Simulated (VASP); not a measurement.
Input of a VASP 6.6.1 run:

The input POSCAR:

```
TiAl
1.0
    3.1766826049      0.0000000000      0.0000000000
    0.0000000000      3.1766826049      0.0000000000
    0.0000000000      0.0000000000      3.1766826049
Ti Al
1 1
Direct
    0.0000000000      0.0000000000      0.0000000000
    0.5000000000      0.5000000000      0.5000000000
```

INCAR.step1

```
SYSTEM = TiAl
PREC = Accurate ; ENCUT = 520
EDIFF = 1E-5 ; ISMEAR = -1
SIGMA = 0.05 ; LREAL = .FALSE.
LASPH = .TRUE. ; NELM = 80
ALGO = Normal ; ISIF = 2
LWAVE = .TRUE. ; LCHARG = .FALSE.
NBANDS = 14 ; GGA = PE
```

Contents of INCAR.step2:

```
SYSTEM = TiAl
PREC = Accurate ; ENCUT = 520
EDIFF = 1E-7 ; ISMEAR = -1
SIGMA = 0.05 ; LREAL = .FALSE.
LASPH = .TRUE. ; NELM = 80
ALGO = Normal ; ISIF = 2
LWAVE = .FALSE. ; LCHARG = .FALSE.
GGA = PE ; LHFCALC = .TRUE.
AEXX = 0.25 ; HFSCREEN = 0.3
PRECFOCK = Normal ; NBANDS = 14
ISTART = 1
```

Contents of KPOINTS:

```
regular mesh
0
G
  4 4 4
  0 0 0
```

Potentials or basis: VASP PAW PBE potentials, release 64 (Ti_sv, Al).

Run with:

```sh
$ cat potpaw_PBE.64/Ti_sv/POTCAR potpaw_PBE.64/Al/POTCAR > POTCAR
$ cp INCAR.step1 INCAR
$ mpirun -np 1 vasp_std > vasp.out
$ cp INCAR.step2 INCAR
$ mpirun -np 1 vasp_std > vasp.out
```

(1) What does it give for the pressure?

Answers

(1) -0.2 GPa.

Caveat: the k points lie up to 0.49 Å⁻¹ apart; the PAW data sets were made with another functional, which shifts forces and pressure a little.
